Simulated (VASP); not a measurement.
# Ti4C (Pm-3m) in VASP: further runs

The runs below take Ti4C through single point, relaxation of cell and atoms, with PBE.

Everything below comes from runs of VASP 6.6.1. Logs are shortened: lines on timing, memory, paths and dates and some standing lists are left out, and cuts for length are marked.

## 1. The cell of the first run

It takes space group Pm-3m (No. 221, cubic). The conventional cell has a = 4.141 Å, b = 4.141 Å, c = 4.141 Å, α = 90.00°, β = 90.00°, γ = 90.00°. Ti (site symmetry m-3m) has 12 Ti at 2.93 Å and 8 C at 3.59 Å within 3.9 Å. Within 2.7 Å of Ti (site symmetry 4/mmm) lie 2 C at 2.07 Å. C (site symmetry m-3m) has 6 Ti at 2.07 Å within 2.7 Å.

The cell was built from a structure type or drawn by symmetry, and may not be a known phase.

## 2. Single point, PBE

Contents of INCAR:

```
  ALGO = Normal
  EDIFF = 1E-7
  ENCUT = 520
  GGA = PE
  ISIF = 2
  ISMEAR = 0
  LASPH = True
  LCHARG = False
  LREAL = False
  LWAVE = False
  NBANDS = 34
  NELM = 100
  PREC = Accurate
  SIGMA = 0.1
```

Contents of KPOINTS:

```
k-points
0
Gamma
  4 4 4
```

Contents of POSCAR:

```
Ti4C
1.0
    4.1405354500      0.0000000000      0.0000000000
    0.0000000000      4.1405354500      0.0000000000
    0.0000000000      0.0000000000      4.1405354500
Ti C
4 1
Direct
    0.0000000000      0.0000000000      0.0000000000
    0.5000000000      0.5000000000      0.0000000000
    0.5000000000      0.0000000000      0.5000000000
    0.0000000000      0.5000000000      0.5000000000
    0.5000000000      0.5000000000      0.5000000000
```

Potentials or basis: VASP PAW PBE potentials, release 64 (Ti_sv, C).

Run with:

```bash
cat potpaw_PBE.64/Ti_sv/POTCAR potpaw_PBE.64/C/POTCAR > POTCAR
mpirun -np 1 vasp_std > vasp.out
```

OUTCAR:

```text
EDIFF = 1E-7
   ENCUT = 520
   GGA = PE
   ISIF = 2
   ISMEAR = 0
   LASPH = True
   LREAL = False
   NELM = 100
   PREC = Accurate

 ion  position               nearest neighbor table
   1  0.000  0.000  0.000-
   2  0.500  0.500  0.000-   5 2.07   5 2.07
   3  0.500  0.000  0.500-   5 2.07   5 2.07
   4  0.000  0.500  0.500-   5 2.07   5 2.07
   5  0.500  0.500  0.500-   2 2.07   3 2.07   4 2.07   2 2.07   3 2.07   4 2.07

  LATTYP: Found a simple cubic cell.
 ALAT       =     4.1405354500

  Lattice vectors:

 A1 = (   4.1405354500,   0.0000000000,   0.0000000000)
 A2 = (   0.0000000000,   4.1405354500,   0.0000000000)
 A3 = (   0.0000000000,   0.0000000000,   4.1405354500)

Analysis of symmetry for initial positions (statically):
=====================================================================
 Subroutine PRICEL returns:
 Original cell was already a primitive cell.

 Routine SETGRP: Setting up the symmetry group for a
 simple cubic supercell.

 Subroutine GETGRP returns: Found 48 space group operations
 (whereof 48 operations were pure point group operations)
 out of a pool of 48 trial point group operations.

The static configuration has the point symmetry O_h .

Analysis of symmetry for dynamics (positions and initial velocities):
=====================================================================
 Subroutine PRICEL returns:
 Original cell was already a primitive cell.

 Routine SETGRP: Setting up the symmetry group for a
 simple cubic supercell.

 Subroutine GETGRP returns: Found 48 space group operations
 (whereof 48 operations were pure point group operations)
 out of a pool of 48 trial point group operations.

The dynamic configuration has the point symmetry O_h .

 Subroutine INISYM returns: Found 48 space group operations
 (whereof 48 operations are pure point group operations),
 and found     1 'primitive' translations

----------------------------------------------------------------------------------------

                                     Primitive cell

  volume of cell :      70.9855

  direct lattice vectors                    reciprocal lattice vectors
     4.140535450  0.000000000  0.000000000     0.241514657  0.000000000  0.000000000
     0.000000000  4.140535450  0.000000000     0.000000000  0.241514657  0.000000000
     0.000000000  0.000000000  4.140535450     0.000000000  0.000000000  0.241514657

  length of vectors
     4.140535450  4.140535450  4.140535450     0.241514657  0.241514657  0.241514657

  position of ions in fractional coordinates (direct lattice)
     0.000000000  0.000000000  0.000000000
     0.500000000  0.500000000  0.000000000
     0.500000000  0.000000000  0.500000000
     0.000000000  0.500000000  0.500000000
     0.500000000  0.500000000  0.500000000

  ion indices of the primitive-cell ions
   primitive index   ion index
                 1           1
                 2           2
                 3           3
                 4           4
                 5           5

----------------------------------------------------------------------------------------

 KPOINTS: k-points

Automatic generation of k-mesh.
 Grid dimensions read from file:
 generate k-points for:    4    4    4

 Generating k-lattice:

  Cartesian coordinates                     Fractional coordinates (reciprocal lattice)
     0.060378664  0.000000000  0.000000000     0.250000000  0.000000000  0.000000000
     0.000000000  0.060378664  0.000000000     0.000000000  0.250000000  0.000000000
     0.000000000  0.000000000  0.060378664     0.000000000  0.000000000  0.250000000

  Length of vectors
     0.060378664  0.060378664  0.060378664

  Shift w.r.t. Gamma in fractional coordinates (k-lattice)
     0.000000000  0.000000000  0.000000000

 Subroutine IBZKPT returns following result:
 ===========================================

 Found     10 irreducible k-points:

 Following reciprocal coordinates:
            Coordinates               Weight
  0.000000  0.000000  0.000000      1.000000
  0.250000  0.000000  0.000000      6.000000
  0.500000  0.000000  0.000000      3.000000
  0.250000  0.250000  0.000000     12.000000
  0.500000  0.250000  0.000000     12.000000
  0.500000  0.500000  0.000000      3.000000
  0.250000  0.250000  0.250000      8.000000
  0.500000  0.250000  0.250000     12.000000
  0.500000  0.500000  0.250000      6.000000
  0.500000  0.500000  0.500000      1.000000
   k-points           NKPTS =     10   k-points in BZ     NKDIM =     10   number of bands    NBANDS=     34
   number of dos      NEDOS =    301   number of ions     NIONS =      5
   total plane-waves  NPLWV =  32768
   dimension x,y,z NGX =    32 NGY =   32 NGZ =   32
   dimension x,y,z NGXF=    64 NGYF=   64 NGZF=   64
   ions per type =               4   1
   NGX,Y,Z   is equivalent  to a cutoff of  12.85, 12.85, 12.85 a.u.
   NGXF,Y,Z  is equivalent  to a cutoff of  25.70, 25.70, 25.70 a.u.
 SYSTEM =  unknown system
   PREC   = accura    normal or accurate (medium, high low for compatibility)
   ISTART =      0    job   : 0-new  1-cont  2-samecut
   ICHARG =      2    charge: 1-file 2-atom 10-const
   ISPIN  =      1    spin polarized calculation?
   LNONCOLLINEAR =      F non collinear calculations
   LSORBIT =      F    spin-orbit coupling
   LASPH  =      T    aspherical Exc in radial PAW
   ENCUT  =  520.0 eV  38.22 Ry    6.18 a.u.   7.70  7.70  7.70*2*pi/ulx,y,z
   NELM   =    100;   NELMIN=  2; NELMDL= -5     # of ELM steps
   EDIFF  = 0.1E-06   stopping-criterion for ELM
   LREAL  =      F    real-space projection
   EDIFFG = 0.1E-05   stopping-criterion for IOM
   NSW    =      0    number of steps for IOM
   IBRION =     -1    ionic relax: 0-MD 1-quasi-New 2-CG
   NFREE  =      0    steps in history (QN), initial steepest desc. (CG)
   ISIF   =      2    stress and relaxation
   ISYM   =      2    0-nonsym 1-usesym 2-fastsym
   POTIM  = 0.5000    time-step for ionic-motion
   TEBEG  =    0.0;   TEEND  =   0.0 temperature during run
   PSTRESS=    0.0 pullay stress
   NELECT =      52.0000    total number of electrons
   NUPDOWN=      -1.0000    fix difference up-down
   EMIN   =  10.00;   EMAX   =-10.00  energy-range for DOS
   EFERMI =   0.00;   METHOD = LEGACY
   ISMEAR =     0;   SIGMA  =   0.10  broadening in eV -4-tet -1-fermi 0-gaus
   EFERMI_NEDOS =   21; number of points for ismear=-14 and -15
   IALGO  =     38    algorithm
   IMIX   =      4    mixing-type and parameters
     AMIX     =   0.40;   BMIX     =  1.00
     AMIX_MAG =   1.60;   BMIX_MAG =  1.00
  volume/ion in A,a.u.               =      14.20        95.81
  Fermi-wavevector in a.u.,A,eV,Ry     =   1.475773  2.788806 29.632193  2.177905
  Thomas-Fermi vector in A             =   2.590381
   LORBIT       =      0    0 simple, 1 ext, 2 COOP (PROOUT), +10 PAW based schemes
   GGA     = PE    functional components
   LHFCALC =     F    Hartree Fock is set to
   AEXX    =    0.0000 exact exchange contribution
   IVDW    =     0    specifies the selected vdW correction
   LEPSILON=     F    determine dielectric tensor
   LRPA    =     F    only Hartree local field effects (RPA)
 non-spin polarized calculation
 Gauss-broadening in eV      SIGMA  =   0.10
  energy-cutoff  :      520.00
  volume of cell :       70.99
 maximum number of plane-waves:      1936
 NGX is ok and might be reduce to    32
   NGX = 15   NGY = 15   NGZ = 15

 number of electron      52.0000002 magnetization

 Free energy of the ion-electron system (eV)
  ---------------------------------------------------
  ext. energy  EPLUGINS =         0.00000000
  ---------------------------------------------------
  free energy    TOTEN  =       -41.80254316 eV

  energy without entropy =      -41.77842163  energy(sigma->0) =      -41.79048240

 E-fermi :   8.5591     XC(G=0): -11.8973

 val. band max:        8.5234868237   @ k =   0.5000   0.5000   0.0000
 cond. band min:       8.6320367889   @ k =   0.5000   0.5000   0.2500
 fundamental gap:      0.1085499652
 Fermi energy:         8.5590713250

 k-point     1 :       0.0000    0.0000    0.0000
  band No.  band energies     occupation
      1     -47.9909      2.00000
      2     -47.6774      2.00000
      3     -47.5703      2.00000
      4     -47.5703      2.00000
      5     -24.3793      2.00000
      6     -24.3793      2.00000
[... 26 lines left out ...]
     33      12.1046      0.00000
     34      12.4048      0.00000

 k-point     2 :       0.2500    0.0000    0.0000
  band No.  band energies     occupation
      1     -47.9858      2.00000
      2     -47.6675      2.00000
      3     -47.5854      2.00000
      4     -47.5701      2.00000
      5     -24.3382      2.00000
      6     -24.3382      2.00000
[... 26 lines left out ...]
     33      11.4577      0.00000
     34      11.4577      0.00000

 k-point     3 :       0.5000    0.0000    0.0000
  band No.  band energies     occupation
      1     -47.9807      2.00000
      2     -47.6512      2.00000
      3     -47.6069      2.00000
      4     -47.5700      2.00000
      5     -24.2835      2.00000
      6     -24.2835      2.00000
[... 26 lines left out ...]
     33      10.8399      0.00000
     34      10.9666      0.00000
[... 186 lines left out ...]
 k-point     9 :       0.5000    0.5000    0.2500
  band No.  band energies     occupation
      1     -47.9764      2.00000
      2     -47.6102      2.00000
      3     -47.6102      2.00000
      4     -47.6102      2.00000
      5     -24.3802      2.00000
      6     -24.3802      2.00000
[... 26 lines left out ...]
     33      11.6069      0.00000
     34      11.6070      0.00000

 k-point    10 :       0.5000    0.5000    0.5000
  band No.  band energies     occupation
      1     -47.9762      2.00000
      2     -47.6100      2.00000
      3     -47.6100      2.00000
      4     -47.6100      2.00000
      5     -24.4316      2.00000
      6     -24.4316      2.00000
[... 26 lines left out ...]
     33      11.9982      0.00000
     34      11.9982      0.00000

------------------------ aborting loop because EDIFF is reached ----------------------------------------

  FORCE on cell =-STRESS in cart. coord.  units (eV):
  Direction    XX          YY          ZZ          XY          YZ          ZX
  --------------------------------------------------------------------------------------
  -------------------------------------------------------------------------------------
  Total        4.4717553      4.4717553      4.4717553      0.0000000      0.0000000     -0.0000000
  in kB      100.9297257    100.9297257    100.9297257      0.0000000      0.0000000     -0.0000000
  external PRESSURE =     100.9297257 kB  Pullay stress =       0.0000000 kB

 VOLUME and BASIS-vectors are now :
 -----------------------------------------------------------------------------
  energy-cutoff  :      520.00
  volume of cell :       70.99
      direct lattice vectors                 reciprocal lattice vectors
     4.140535450  0.000000000  0.000000000     0.241514657  0.000000000  0.000000000
     0.000000000  4.140535450  0.000000000     0.000000000  0.241514657  0.000000000
     0.000000000  0.000000000  4.140535450     0.000000000  0.000000000  0.241514657

 POSITION                                       TOTAL-FORCE (eV/Angst)
 -----------------------------------------------------------------------------------
      0.00000      0.00000      0.00000         0.000000      0.000000      0.000000
      2.07027      2.07027      0.00000         0.000000      0.000000      0.000000
      2.07027      0.00000      2.07027         0.000000      0.000000      0.000000
      0.00000      2.07027      2.07027         0.000000      0.000000      0.000000
      2.07027      2.07027      2.07027         0.000000      0.000000      0.000000
 -----------------------------------------------------------------------------------
    total drift:                                0.000000     -0.000000     -0.000000

  FREE ENERGIE OF THE ION-ELECTRON SYSTEM (eV)
  ---------------------------------------------------
  free  energy   TOTEN  =       -41.8025431635 eV

  energy  without entropy=      -41.7784216288  energy(sigma->0) =      -41.79048240
```

It took 43 s on 1 thread of Intel Xeon 8259CL, shared host; peak memory 0.18 GiB.

Results:

| Property | Result |
| --- | --- |
| Free energy | -41.8025 eV |
| Pressure | 10.1 GPa |
| Band gap on the k mesh | zero (bands 26 and 27 overlap by 0.93 eV) |

Caveat: the k points lie up to 0.38 Å⁻¹ apart, too coarse for converged energies and pressures of a metal.

## 3. Single point, PBE

This run uses another cell than the first one, of 15.10 Å³/atom.

Changes to INCAR since step 2:

```diff
@@ -1,3 +1,3 @@
   ALGO = Normal
-  EDIFF = 1E-7
+  EDIFF = 1E-6
   ENCUT = 520
@@ -11,3 +11,3 @@
   NBANDS = 34
-  NELM = 100
+  NELM = 60
   PREC = Accurate
```

KPOINTS is that of step 2.

Changes to POSCAR since step 2:

```diff
@@ -2,5 +2,5 @@
 1.0
-    4.1405354500      0.0000000000      0.0000000000
-    0.0000000000      4.1405354500      0.0000000000
-    0.0000000000      0.0000000000      4.1405354500
+    4.2268529551      0.0000000000      0.0000000000
+    0.0000000000      4.2268529551      0.0000000000
+    0.0000000000      0.0000000000      4.2268529551
 Ti C
```

Potentials or basis: VASP PAW PBE potentials, release 64 (Ti_sv, C).

Run with:

```bash
cat potpaw_PBE.64/Ti_sv/POTCAR potpaw_PBE.64/C/POTCAR > POTCAR
mpirun -np 1 vasp_std > vasp.out
```

Wall time 38 s (1 thread of Intel Xeon 8259CL, shared host); peak memory 0.18 GiB.

It converged, with:

```
Free energy            : -41.9385 eV
Pressure               : -0.1 GPa
Band gap on the k mesh : zero (bands 26 and 27 overlap by 0.78 eV)
```

Levels at points of the mesh, in eV from the Fermi level:
```
           k point  band 24  band 25  band 26  band 27  band 28  band 29
(0.00, 0.00, 0.00)    -1.13    -1.13    -1.13     1.01     1.01     1.01
(0.50, 0.00, 0.00)    -0.37    -0.27    -0.19    -0.19     1.33     1.36
(0.50, 0.50, 0.00)    -0.48    -0.16    -0.16    -0.03     0.21     1.02
(0.50, 0.50, 0.50)    -0.54     0.59     0.59     0.59     0.90     0.90
```

Caveat: the k points lie up to 0.37 Å⁻¹ apart, too coarse for converged energies and pressures of a metal.

## 4. Relaxation of cell and atoms, PBE

Contents of INCAR:

```
SYSTEM = Ti4C
ALGO = Normal
EDIFF = 1E-6
EDIFFG = -0.04
ENCUT = 600
GGA = PE
IBRION = 2
ISIF = 3
ISMEAR = 0
LASPH = .True.
LCHARG = .False.
LREAL = .False.
LWAVE = .False.
NELM = 60
NSW = 90
PREC = Accurate
SIGMA = 0.1
```

Contents of KPOINTS:

```
k-points
0
Gamma
  4 4 4
  0 0 0
```

Changes to POSCAR since step 3:

```diff
@@ -2,5 +2,5 @@
 1.0
-    4.2268529551      0.0000000000      0.0000000000
-    0.0000000000      4.2268529551      0.0000000000
-    0.0000000000      0.0000000000      4.2268529551
+    4.1405354500      0.0000000000      0.0000000000
+    0.0000000000      4.1405354500      0.0000000000
+    0.0000000000      0.0000000000      4.1405354500
 Ti C
```

Potentials or basis: VASP PAW PBE potentials, release 64 (Ti_sv, C).

Run with:

```bash
cat potpaw_PBE.64/Ti_sv/POTCAR potpaw_PBE.64/C/POTCAR > POTCAR
mpirun -np 1 vasp_std > vasp.out
```

OUTCAR:

```text
SYSTEM = Ti4C
   EDIFF = 1E-6
   EDIFFG = -0.04
   ENCUT = 600
   GGA = PE
   IBRION = 2
   ISIF = 3
   ISMEAR = 0
   LASPH = .True.
   LREAL = .False.
   NELM = 60
   NSW = 90
   PREC = Accurate

 ion  position               nearest neighbor table
   1  0.000  0.000  0.000-
   2  0.500  0.500  0.000-   5 2.07   5 2.07
   3  0.500  0.000  0.500-   5 2.07   5 2.07
   4  0.000  0.500  0.500-   5 2.07   5 2.07
   5  0.500  0.500  0.500-   2 2.07   3 2.07   4 2.07   2 2.07   3 2.07   4 2.07

  LATTYP: Found a simple cubic cell.
 ALAT       =     4.1405354500

  Lattice vectors:

 A1 = (   4.1405354500,   0.0000000000,   0.0000000000)
 A2 = (   0.0000000000,   4.1405354500,   0.0000000000)
[... 174 lines left out ...]
  Direction    XX          YY          ZZ          XY          YZ          ZX
  --------------------------------------------------------------------------------------
  -------------------------------------------------------------------------------------
  Total        4.4580468      4.4580468      4.4580468      0.0000000     -0.0000000      0.0000000
  in kB      100.6203183    100.6203183    100.6203183      0.0000000     -0.0000000      0.0000000
  external PRESSURE =     100.6203183 kB  Pullay stress =       0.0000000 kB
[... 65 lines left out ...]
--------------------------------------- Ionic step        3  -------------------------------------------

 number of electron      51.9999983 magnetization

 Free energy of the ion-electron system (eV)
  ---------------------------------------------------
  ext. energy  EPLUGINS =         0.00000000
  ---------------------------------------------------
  free energy    TOTEN  =       -41.93581548 eV

  energy without entropy =      -41.90471884  energy(sigma->0) =      -41.92026716

 E-fermi :   7.9079     XC(G=0): -11.6011

 val. band max:        7.8807265461   @ k =   0.5000   0.5000   0.0000
 cond. band min:       7.9471990076   @ k =   0.5000   0.5000   0.2500
 fundamental gap:      0.0664724615
 Fermi energy:         7.9078876582

 k-point     1 :       0.0000    0.0000    0.0000
  band No.  band energies     occupation
      1     -48.7724      2.00000
      2     -48.4850      2.00000
      3     -48.4010      2.00000
      4     -48.4010      2.00000
      5     -25.1145      2.00000
      6     -25.1145      2.00000
[... 361 lines left out ...]
  FREE ENERGIE OF THE ION-ELECTRON SYSTEM (eV)
  ---------------------------------------------------
  free  energy   TOTEN  =       -41.9358154794 eV

  energy  without entropy=      -41.9047188435  energy(sigma->0) =      -41.92026716

 reached required accuracy - stopping structural energy minimisation
```

CONTCAR:

```text
Ti4C
   1.00000000000000
     4.2266085398188613    0.0000000000000000    0.0000000000000000
     0.0000000000000000    4.2266085398188613    0.0000000000000000
     0.0000000000000000   -0.0000000000000000    4.2266085398188613
  Ti              C
     4     1
Direct
     0.0000000000000000    0.0000000000000000    0.0000000000000000
     0.5000000000000000    0.5000000000000000    0.0000000000000000
     0.5000000000000000    0.0000000000000000    0.5000000000000000
     0.0000000000000000    0.5000000000000000    0.5000000000000000
     0.5000000000000000    0.5000000000000000    0.5000000000000000

  0.00000000E+00  0.00000000E+00  0.00000000E+00
  0.00000000E+00  0.00000000E+00  0.00000000E+00
  0.00000000E+00  0.00000000E+00  0.00000000E+00
  0.00000000E+00  0.00000000E+00  0.00000000E+00
  0.00000000E+00  0.00000000E+00  0.00000000E+00
```

It took 2.4 min on 1 thread of Intel Xeon 8259CL, shared host; peak memory 0.22 GiB.

What came out:

```yaml
Free_energy: -41.9358 eV
Relaxed_volume: 15.10 Å³/atom
Relaxed_cell: a = 4.227 Å, b = 4.227 Å, c = 4.227 Å, α = 90.00°, β = 90.00°, γ = 90.00°
Space_group_after_relaxing_to_0.1_Å: Pm-3m (No. 221)
Energy_gained_by_relaxing: 26.7 meV/atom
Ionic_steps: 3
Pressure_after_relaxing: -0.1 GPa
Band_gap_on_the_k_mesh: zero (bands 26 and 27 overlap by 0.78 eV)
```

Step by step:
```tsv
step	energy change (eV)	largest force (eV/Å)	pressure (GPa)	volume (Å³)
1	0.0000	0.0000	10.06	70.99
2	0.0074	0.0000	-8.40	80.55
3	-0.1335	0.0000	-0.10	75.51
```

Final structure:
```cif
data_structure
_symmetry_space_group_name_H-M 'P 1'
_symmetry_Int_Tables_number 1
_cell_length_a 4.2266
_cell_length_b 4.2266
_cell_length_c 4.2266
_cell_angle_alpha 90.000
_cell_angle_beta 90.000
_cell_angle_gamma 90.000
_cell_volume 75.51
loop_
_atom_site_label
_atom_site_type_symbol
_atom_site_fract_x
_atom_site_fract_y
_atom_site_fract_z
_atom_site_occupancy
Ti1 Ti 0.00000 0.00000 0.00000 1
Ti2 Ti 0.50000 0.50000 0.00000 1
Ti3 Ti 0.50000 0.00000 0.50000 1
Ti4 Ti 0.00000 0.50000 0.50000 1
C1 C 0.50000 0.50000 0.50000 1
```

Levels at points of the mesh, in eV from the Fermi level:
| k point | band 23 | band 24 | band 25 | band 26 | band 27 | band 28 | band 29 | band 30 |
| --- | --- | --- | --- | --- | --- | --- | --- | --- |
| (0.00, 0.00, 0.00) | -1.37 | -1.13 | -1.13 | -1.13 | 1.01 | 1.01 | 1.01 | 2.37 |
| (0.50, 0.00, 0.00) | -1.14 | -0.37 | -0.27 | -0.19 | -0.19 | 1.33 | 1.36 | 1.36 |
| (0.50, 0.50, 0.00) | -0.79 | -0.47 | -0.16 | -0.16 | -0.03 | 0.21 | 1.02 | 1.02 |
| (0.50, 0.50, 0.50) | -0.54 | -0.54 | 0.59 | 0.59 | 0.59 | 0.90 | 0.90 | 1.04 |

Caveat: the k points lie up to 0.37 Å⁻¹ apart in the final cell, too coarse for converged energies and pressures of a metal.

[end of part 1 of 2]
